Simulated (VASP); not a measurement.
# Si in VASP: further runs, part 2 of 2

VASP 6.6.1. Earlier steps stand in the parts before.

### Step 3. Relaxation of cell and atoms, PBE, target pressure 17 GPa, at which the enthalpy is minimised

This run uses another cell than the first one, of 13.61 Å³/atom.

INCAR

```
SYSTEM = Si
PREC     = Accurate       ! precision mode
ENCUT    = 500            ! plane-wave cutoff, eV
EDIFF    = 1E-7           ! SCF threshold, eV
ISMEAR   = 0              ! smearing method
SIGMA    = 0.05           ! smearing width, eV
LREAL    = .False.        ! projectors in reciprocal space
LASPH    = .True.         ! aspherical terms in the spheres
NELM     = 120            ! most SCF steps
ALGO     = Normal         ! electronic algorithm
ISIF     = 3              ! what is computed and relaxed
LWAVE    = .False.        ! write WAVECAR
LCHARG   = .False.        ! write CHGCAR
GGA      = PE             ! functional
IBRION   = 2              ! ionic algorithm
NSW      = 80             ! ionic steps
EDIFFG   = -0.003         ! ionic threshold
PSTRESS  = 170.0        
GGA_COMPAT= .False.      
NELMIN   = 4
```

KPOINTS

```
Automatic mesh
0
Gamma
  20 20 20
  0 0 0
```

POSCAR

```
Si
1.0
   -2.4078382513      2.2091584089      1.2793202440
    2.4078382513     -2.2091584089      1.2793202440
    2.4078382513      2.2091584089     -1.2793202440
Si
2
Direct
   -0.1099189012     -0.1099189012      0.0000000000
    0.8899189012      0.3899189012      0.5000000000
```

Potentials or basis: VASP PAW PBE potentials, release 64 (Si).

Launch:

```bash
$ cat potpaw_PBE.64/Si/POTCAR > POTCAR
$ mpirun -np 1 vasp_std > vasp.out
```

OUTCAR:

```text
SYSTEM = Si
   PREC = Accurate
   ENCUT = 500
   EDIFF = 1E-7
   ISMEAR = 0
   LREAL = .False.
   LASPH = .True.
   NELM = 120
   ISIF = 3
   GGA = PE
   IBRION = 2
   NSW = 80
   EDIFFG = -0.003
   PSTRESS = 170.0
   NELMIN = 4

 ion  position               nearest neighbor table
   1  0.890  0.890  0.000-   2 2.41   2 2.41   2 2.55   2 2.55   2 2.55   2 2.55
   2  0.890  0.390  0.500-   1 2.41   1 2.41   1 2.55   1 2.55   1 2.55   1 2.55

  LATTYP: Found a body centered orthorhombic cell.
 ALAT       =     2.5586404880
 B/A-ratio  =     1.7268220520
 C/A-ratio  =     1.8821231530

  Lattice vectors:

 A1 = (  -2.4078382513,   2.2091584089,  -1.2793202440)
 A2 = (  -2.4078382513,  -2.2091584089,   1.2793202440)
 A3 = (   2.4078382513,   2.2091584089,   1.2793202440)

Analysis of symmetry for initial positions (statically):
=====================================================================
 Subroutine PRICEL returns:
 Original cell was already a primitive cell.

 Routine SETGRP: Setting up the symmetry group for a
 body centered orthorhombic supercell.

 Subroutine GETGRP returns: Found  8 space group operations
 (whereof  4 operations were pure point group operations)
 out of a pool of  8 trial point group operations.

The static configuration has the point symmetry C_2v.
 The point group associated with its full space group is D_2h.

Analysis of symmetry for dynamics (positions and initial velocities):
=====================================================================
 Subroutine PRICEL returns:
 Original cell was already a primitive cell.

 Routine SETGRP: Setting up the symmetry group for a
 body centered orthorhombic supercell.

 Subroutine GETGRP returns: Found  8 space group operations
 (whereof  4 operations were pure point group operations)
 out of a pool of  8 trial point group operations.

The dynamic configuration has the point symmetry C_2v.
 The point group associated with its full space group is D_2h.

 Subroutine INISYM returns: Found  8 space group operations
 (whereof  4 operations are pure point group operations),
 and found     1 'primitive' translations

----------------------------------------------------------------------------------------

                                     Primitive cell

  volume of cell :      27.2203

  direct lattice vectors                    reciprocal lattice vectors
    -2.407838251  2.209158409  1.279320244     0.000000000  0.226330533  0.390832555
     2.407838251 -2.209158409  1.279320244     0.207655144  0.000000000  0.390832555
     2.407838251  2.209158409 -1.279320244     0.207655144  0.226330533  0.000000000

  length of vectors
     3.509234419  3.509234419  3.509234419     0.451636576  0.442572870  0.307158215

  position of ions in fractional coordinates (direct lattice)
     0.890081099  0.890081099  0.000000000
     0.889918901  0.389918901  0.500000000

  ion indices of the primitive-cell ions
   primitive index   ion index
                 1           1
                 2           2

----------------------------------------------------------------------------------------

 KPOINTS: Automatic mesh

Automatic generation of k-mesh.
[... 51 lines left out ...]
   dimension x,y,z NGX =    28 NGY =   28 NGZ =   28
   dimension x,y,z NGXF=    56 NGYF=   56 NGZF=   56
   ions per type =               2
   NGX,Y,Z   is equivalent  to a cutoff of  13.26, 13.26, 13.26 a.u.
   NGXF,Y,Z  is equivalent  to a cutoff of  26.53, 26.53, 26.53 a.u.
 SYSTEM =  Si
   PREC   = accura    normal or accurate (medium, high low for compatibility)
   ISTART =      0    job   : 0-new  1-cont  2-samecut
   ICHARG =      2    charge: 1-file 2-atom 10-const
   ISPIN  =      1    spin polarized calculation?
   LNONCOLLINEAR =      F non collinear calculations
   LSORBIT =      F    spin-orbit coupling
   LASPH  =      T    aspherical Exc in radial PAW
   ENCUT  =  500.0 eV  36.75 Ry    6.06 a.u.   6.40  6.40  6.40*2*pi/ulx,y,z
   NELM   =    120;   NELMIN=  4; NELMDL= -5     # of ELM steps
   EDIFF  = 0.1E-06   stopping-criterion for ELM
   LREAL  =      F    real-space projection
   EDIFFG = -.3E-02   stopping-criterion for IOM
   NSW    =     80    number of steps for IOM
   IBRION =      2    ionic relax: 0-MD 1-quasi-New 2-CG
   NFREE  =      1    steps in history (QN), initial steepest desc. (CG)
   ISIF   =      3    stress and relaxation
   ISYM   =      2    0-nonsym 1-usesym 2-fastsym
   POTIM  = 0.5000    time-step for ionic-motion
   TEBEG  =    0.0;   TEEND  =   0.0 temperature during run
   PSTRESS=  170.0 pullay stress
   NELECT =       8.0000    total number of electrons
   NUPDOWN=      -1.0000    fix difference up-down
   EMIN   =  10.00;   EMAX   =-10.00  energy-range for DOS
   EFERMI =   0.00;   METHOD = LEGACY
   ISMEAR =     0;   SIGMA  =   0.05  broadening in eV -4-tet -1-fermi 0-gaus
   EFERMI_NEDOS =   21; number of points for ismear=-14 and -15
   IALGO  =     38    algorithm
   IMIX   =      4    mixing-type and parameters
     AMIX     =   0.40;   BMIX     =  1.00
     AMIX_MAG =   1.60;   BMIX_MAG =  1.00
  volume/ion in A,a.u.               =      13.61        91.85
  Fermi-wavevector in a.u.,A,eV,Ry     =   1.088446  2.056865 16.119032  1.184715
  Thomas-Fermi vector in A             =   2.224628
   LORBIT       =      0    0 simple, 1 ext, 2 COOP (PROOUT), +10 PAW based schemes
   GGA     = PE    functional components
   LHFCALC =     F    Hartree Fock is set to
   AEXX    =    0.0000 exact exchange contribution
   IVDW    =     0    specifies the selected vdW correction
   LEPSILON=     F    determine dielectric tensor
   LRPA    =     F    only Hartree local field effects (RPA)
 conjugate gradient relaxation of ions
 non-spin polarized calculation
 Gauss-broadening in eV      SIGMA  =   0.05
  energy-cutoff  :      500.00
  volume of cell :       27.22
 maximum number of plane-waves:       706
 NGX is ok and might be reduce to    28
   NGX = 13   NGY = 13   NGZ = 13

--------------------------------------- Ionic step        1  -------------------------------------------

 number of electron       8.0000000 magnetization

 Free energy of the ion-electron system (eV)
  ---------------------------------------------------
  ext. energy  EPLUGINS =         0.00000000
  ---------------------------------------------------
  free energy    TOTEN  =       -10.11739955 eV

  energy without entropy =      -10.11662060  energy(sigma->0) =      -10.11701007

------------------------ aborting loop because EDIFF is reached ----------------------------------------

  FORCE on cell =-STRESS in cart. coord.  units (eV):
  Direction    XX          YY          ZZ          XY          YZ          ZX
  --------------------------------------------------------------------------------------
  -------------------------------------------------------------------------------------
  Total        2.3649891      2.3638823      2.3641716      0.0000000      0.0000000      0.0000000
  in kB      139.2022633    139.1371181    139.1541476      0.0000000      0.0000000      0.0000000
  external PRESSURE =     -30.8354903 kB  Pullay stress =     170.0000000 kB
[... 253 lines left out ...]
--------------------------------------- Ionic step        8  -------------------------------------------

 number of electron       8.0000000 magnetization

 Free energy of the ion-electron system (eV)
  ---------------------------------------------------
  ext. energy  EPLUGINS =         0.00000000
  ---------------------------------------------------
  free energy    TOTEN  =       -10.07082995 eV

  energy without entropy =      -10.07005016  energy(sigma->0) =      -10.07044006

 E-fermi :  10.9493     XC(G=0): -11.4491

 val. band max:       10.9462651065   @ k =  -0.2500   0.4500   0.1000
 cond. band min:      10.9535539026   @ k =  -0.4000  -0.3500   0.0500
 fundamental gap:      0.0072887960
 Fermi energy:        10.9492814698

 k-point     1 :       0.0000    0.0000    0.0000
  band No.  band energies     occupation
      1      -4.0556      2.00000
      2       7.7568      2.00000
      3       8.7068      2.00000
      4       9.3945      2.00000
      5      12.0074      0.00000
      6      18.4775      0.00000
      7      19.5436      0.00000
      8      20.6231      0.00000
[... 243 lines left out ...]
 k-point    24 :      -0.4000    0.0500    0.0000
  band No.  band energies     occupation
      1      -0.1321      2.00000
      2       6.3133      2.00000
      3       7.7517      2.00000
      4       8.0289      2.00000
      5      11.4875      0.00000
      6      13.9340      0.00000
      7      16.5157      0.00000
      8      17.8097      0.00000

 [... further k-points ...]

------------------------ aborting loop because EDIFF is reached ----------------------------------------

  FORCE on cell =-STRESS in cart. coord.  units (eV):
  Direction    XX          YY          ZZ          XY          YZ          ZX
  --------------------------------------------------------------------------------------
  -------------------------------------------------------------------------------------
  Total        2.8387007      2.8388767      2.8374698      0.0000000      0.0000000      0.0000000
  in kB      170.1060556    170.1165997    170.0322950      0.0000000      0.0000000      0.0000000
  external PRESSURE =       0.0849834 kB  Pullay stress =     170.0000000 kB
[... 21 lines left out ...]
  energy  without entropy=      -10.0700501603  energy(sigma->0) =      -10.07044006

  enthalpy is  TOTEN    =        -7.2338990914 eV   P V=        2.8369308608

 reached required accuracy - stopping structural energy minimisation
```

Wall time 12 min (1 thread of Oxide Virtual Turin-like, shared host); peak memory 0.29 GiB.

Results:

```yaml
Free_energy: -10.0708 eV
Relaxed_volume: 13.37 Å³/atom
Relaxed_cell: a = 3.489 Å, b = 3.489 Å, c = 3.489 Å, α = 93.29°, β = 102.01°, γ = 137.26°
Space_group_after_relaxing_to_0.1_Å: P6/mmm (No. 191)
Energy_change_on_relaxing_the_run_minimises_the_enthalpy: +23.3 meV/atom
Ionic_steps: 8
Pressure_after_relaxing: 17.0 GPa
Band_gap_on_the_k_mesh: zero (bands 4 and 5 overlap by 8.18 eV)
```

Step by step:
| step | energy change (eV) | largest force (eV/Å) | pressure (GPa) | volume (Å³) |
| --- | --- | --- | --- | --- |
| 1 | 0.0000 | 0.0001 | 13.92 | 27.22 |
| 2 | 0.1097 | 0.0002 | 20.81 | 26.20 |
| 3 | 0.0462 | 0.0001 | 17.00 | 26.74 |
| 4 | 0.0472 | 0.0001 | 17.06 | 26.73 |
| 5 | 0.0476 | 0.0001 | 17.06 | 26.73 |
| 6 | 0.0474 | 0.0001 | 17.06 | 26.73 |
| 7 | 0.0456 | 0.0001 | 16.95 | 26.75 |
| 8 | 0.0466 | 0.0001 | 17.01 | 26.74 |

Final structure:
```
CELL_PARAMETERS angstrom
-2.39512 2.19536 1.27121
2.39512 -2.19536 1.27121
2.39512 2.19536 -1.27121
ATOMIC_POSITIONS crystal
Si 0.89008 0.89008 0.00000
Si 0.88992 0.38992 0.50000
```

Caveat: the cell is relaxed towards a set pressure, so the run minimises the enthalpy, not the energy.
